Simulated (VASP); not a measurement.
Set up this calculation in VASP 6.6.1, as the native input.

```yaml
Task: single point
Functional: HSE06
Potentials_or_basis: VASP PAW PBE potentials, release 64 (Ba_sv, Te)
Cutoff: 400 eV
k_mesh: 4 × 4 × 4
Occupations: gaussian, width 0.01 eV
Spin: no spin polarisation
Dipole_correction: no
Grid_for_exact_exchange_PRECFOCK: Normal
Further_INCAR_settings: ALGO = Normal; EDIFF = 1e-06; NBANDS = 15
Share_of_exact_exchange: 0.25
Screening_parameter: 0.2079 1/Å
```

BaTe:

```xyz
2
Lattice="0.0000 3.9142 3.9142 4.0707 0.0000 3.9142 4.0707 3.9142 0.0000" Properties=species:S:1:pos:R:3 pbc="T T T"
Ba    0.0000    0.0000    0.0000
Te    2.0354    1.9571    1.9571
```

This cell differs from its parent crystal: uniaxial x strain +4.0%.

The input as run:

POSCAR

```
BaTe
1.0
    0.0000000000      3.9141586662      3.9141586662
    4.0707250128      0.0000000000      3.9141586662
    4.0707250128      3.9141586662      0.0000000000
Ba Te
1 1
Direct
    0.0000000000      0.0000000000      0.0000000000
    0.2500000000      0.2500000000      0.2500000000
```

INCAR.step1

```
PREC = Accurate
ENCUT = 400
EDIFF = 1E-5
ISMEAR = 0
SIGMA = 0.01
LREAL = False
LASPH = True
NELM = 120
ALGO = Normal
ISIF = 2
LWAVE = True
LCHARG = False
NBANDS = 15
GGA = PE
GGA_COMPAT = False
```

INCAR.step2

```
PREC = Accurate
ENCUT = 400
EDIFF = 1E-6
ISMEAR = 0
SIGMA = 0.01
LREAL = False
LASPH = True
NELM = 120
ALGO = Normal
ISIF = 2
LWAVE = False
LCHARG = False
GGA = PE
LHFCALC = True
HFSCREEN = 0.2079
PRECFOCK = Normal
NBANDS = 15
ISTART = 1
GGA_COMPAT = False
```

KPOINTS

```
Automatic mesh
0
Gamma
  4 4 4
```

Potentials or basis: VASP PAW PBE potentials, release 64 (Ba_sv, Te).

Launch:

```sh
$ cat potpaw_PBE.64/Ba_sv/POTCAR potpaw_PBE.64/Te/POTCAR > POTCAR
$ cp INCAR.step1 INCAR
$ mpirun -np 1 vasp_std > vasp.out
$ cp INCAR.step2 INCAR
$ mpirun -np 1 vasp_std > vasp.out
```

Results of the run:

```json
{"Pressure": "-0.7 GPa", "Band gap on the k mesh": "3.19 eV (least direct gap 3.60 eV)"}
```

Caveat: the cell differs from its parent crystal (uniaxial x strain +4.0%); the structure was generated, so it needn't be the stable form of BaTe; the PAW data sets were made with another functional, which shifts forces and pressure a little; spin-orbit coupling is left out, which moves the levels of the heavy elements.

It took 15 min on 1 thread of Oxide Virtual Turin-like Processor (shared host), peak memory 0.31 GiB.
